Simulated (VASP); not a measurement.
H4C19, 23 atoms in the cell. The cell holds a slab with vacuum, 23 atoms: a = 7.398 Å, b = 7.398 Å, c = 13.000 Å, α = 90.00°, β = 90.00°, γ = 120.00°. 

- Program: VASP 6.6.1
- Task: single point
- Functional: PBE
- Dispersion: D3(BJ)
- Potentials or basis: VASP PAW PBE potentials, release 64 (C, H)
- Cutoff: 520 eV
- k mesh: 2 × 2 × 1
- Occupations: gaussian, width 0.02 eV
- Spin: no spin polarisation
- Dipole correction: no
- Further INCAR settings: LREAL = Auto; ALGO = Normal; EDIFF = 1e-07; NBANDS = 57

Potentials or basis: VASP PAW PBE potentials, release 64 (C, H).

Run with:

```bash
$ cat potpaw_PBE.64/C/POTCAR potpaw_PBE.64/H/POTCAR > POTCAR
$ mpirun -np 1 vasp_std > vasp.out
```

Hardware: 1 thread of AMD EPYC 9R45 96-Core Processor (Zen 5), with other jobs on the host.

Problem. Estimate the wall time of this run.

Solution. Run time: 2.8 min on 1 thread of AMD EPYC 9R45 96-Core Processor (Zen 5), with other jobs on the host, peak memory 0.59 GiB. Counts: scf iterations 23, k points 4.
